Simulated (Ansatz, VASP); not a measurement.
RbBr in VASP and in Ansatz

POSCAR

```
RbBr
1.0
   -1.4394597995      2.8789195990      2.8789195990
    2.8789195990     -1.4394597995      2.8789195990
    2.8789195990      2.8789195990     -1.4394597995
Rb Br
1 1
Direct
    0.0000000000      0.0000000000      0.0000000000
    0.5000000000      0.5000000000      0.5000000000
```

INCAR.step1

```
PREC = Accurate
ENCUT = 520
ISMEAR = 0
SIGMA = 0.05
LREAL = False
LASPH = True
NELM = 100
NBANDS = 15
GGA = PE
ALGO = Normal
EDIFF = 1E-4
LWAVE = True
LCHARG = False
```

Contents of INCAR.step2:

```
PREC = Accurate
ENCUT = 520
EDIFF = 1E-7
ISMEAR = 0
SIGMA = 0.05
LREAL = False
LASPH = True
NELM = 100
ALGO = Normal
ISIF = 2
LWAVE = False
LCHARG = False
METAGGA = R2SCAN
LMIXTAU = True
NBANDS = 15
ISTART = 1
```

Contents of KPOINTS:

```
Automatic mesh
0
Gamma
  6 6 6
```

Input for Ansatz:

```yaml
crystal:
  lattice:
    - [-1.4394597995, 2.878919599, 2.878919599]
    - [2.878919599, -1.4394597995, 2.878919599]
    - [2.878919599, 2.878919599, -1.4394597995]
  atoms:
    - { symbol: Rb, position: [0.0, 0.0, 0.0] }
    - { symbol: Br, position: [0.5, 0.5, 0.5] }
basis:
  ecutwfc: 500
kpoints:
  mp_grid: { grid: [6, 6, 6] }
hamiltonian:
  xc: r2scan
scf:
  occupations: { method: gaussian, width: 0.05 }
output:
  forces: true
  stress: true
  eigenvalues: true
```

Alike in both runs: task single point; functional r2SCAN; k mesh 6 × 6 × 6; occupations gaussian, width 0.05 eV; no spin polarisation.

|  | VASP | Ansatz |
| --- | --- | --- |
| version | VASP 6.6.1 | Ansatz 0.2.0 |
| potentials or method | VASP PAW PBE potentials, release 64 (Rb_sv, Br), cutoff 520 eV | scalar-relativistic, plane waves, PAW |
| valence electrons in the cell | 16 | 16 |

|  | VASP | Ansatz | Ansatz less VASP |
| --- | --- | --- | --- |
| gap on the k mesh at the Fermi level (eV) | 4.37 | 4.37 | -0.003 |
| least direct gap on the mesh (eV) | 4.52 | 4.51 | -0.003 |
| pressure (GPa) | -1.6 | -1.7 | -0.01 |

VASP's potentials were made for PBE, not for r2SCAN.
